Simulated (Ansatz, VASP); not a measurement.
## SnO: VASP beside Ansatz

```
CELL_PARAMETERS angstrom
3.86844 0.00000 0.00000
0.00000 3.86844 0.00000
0.00000 0.00000 5.06502
ATOMIC_POSITIONS crystal
Sn 0.50000 0.00000 0.22882
Sn 0.00000 0.50000 0.77118
O 0.00000 0.00000 0.00000
O 0.50000 0.50000 0.00000
```

Alike in both runs: functional PBE; k mesh 10 × 10 × 8; occupations gaussian, width 0.02 eV; no spin polarisation.

Ansatz relaxed the structure, and its values are those at the end. VASP's run is a single point on that final structure, the one shown.

```csv
,VASP,Ansatz
version,VASP 6.6.1,Ansatz 0.2.0
potentials or method,"VASP PAW PBE potentials, release 64 (Sn_d, O), cutoff 520 eV","scalar-relativistic, plane waves, PAW"
valence electrons in the cell,40,40
```

|  | VASP | Ansatz | Ansatz less VASP |
| --- | --- | --- | --- |
| gap on the k mesh at the Fermi level (eV) | 0.50 | 0.50 | -0.009 |
| least direct gap on the mesh (eV) | 1.91 | 1.94 | +0.030 |
| pressure (GPa) | 0.2 | 0.0 | -0.19 |
| rms of the force components (eV/Å) | 0.031 | 0.000 | -0.0311 |
